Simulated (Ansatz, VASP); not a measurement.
# Two plane-wave programs on Sr

INCAR

```
SYSTEM = Sr
AGGAC = 1.0 ; AGGAX = 1.0
ALDAC = 0.0 ; ALDAX = 1.0
ALGO = Normal ; EDIFF = 1E-6
ENCUT = 520 ; GGA = B5
ISIF = 2 ; ISMEAR = -1
LASPH = .True. ; LCHARG = .False.
LREAL = .False. ; LWAVE = .False.
NBANDS = 17 ; NELM = 60
PREC = Accurate ; SIGMA = 0.1
```

KPOINTS

```
k-points
0
Gamma
  6 6 6
  0 0 0
```

File POSCAR:

```
Sr
1.0
    0.0000000000      5.1726667402      5.1726667402
    5.1726667402      0.0000000000      5.1726667402
    5.1726667402      5.1726667402      0.0000000000
Sr
2
Direct
    0.1250000000      0.1250000000      0.1250000000
    0.8750000000      0.8750000000      0.8750000000
```

Input for Ansatz:

```yaml
crystal:
  lattice:
    - [0.0, 5.1726667402, 5.1726667402]
    - [5.1726667402, 0.0, 5.1726667402]
    - [5.1726667402, 5.1726667402, 0.0]
  atoms:
    - { symbol: Sr, position: [0.125, 0.125, 0.125] }
    - { symbol: Sr, position: [0.875, 0.875, 0.875] }
hamiltonian:
  xc: blyp
  pseudopotentials:
    kind: paw
    azcp:
      Sr: "pseudopotentials/Sr.paw.azcp"
basis:
  ecutwfc: 420
  fft_grid_basis: typed
kpoints:
  mp_grid: { grid: [6, 6, 6], shift: [0, 0, 0] }
magnetization:
  spin_polarized: false
scf:
  occupations: { method: fermi_dirac, width: 0.1 }
  lower_state_search: "off"
output:
  stress: true
  write_density: true
  write_potential: true
  elf: true
  volumetric_format: npy
```

Alike in both runs: task single point; functional BLYP; k mesh 6 × 6 × 6; occupations fermi-dirac, width 0.1 eV; no spin polarisation.

|  | VASP | Ansatz |
| --- | --- | --- |
| version | VASP 6.6.1 | Ansatz 0.2.0 |
| potentials or method | VASP PAW PBE potentials, release 64 (Sr_sv), cutoff 520 eV | plane waves (420 eV) with PAW, scalar-relativistic |
| valence electrons in the cell | 20 | 20 |

|  | VASP | Ansatz | Ansatz less VASP |
| --- | --- | --- | --- |
| pressure (GPa) | -0.1 | -0.1 | 0.00 |

VASP's potentials were made for PBE, not for BLYP. With one functional, cell and mesh, what is left measures potentials, basis and numerics.
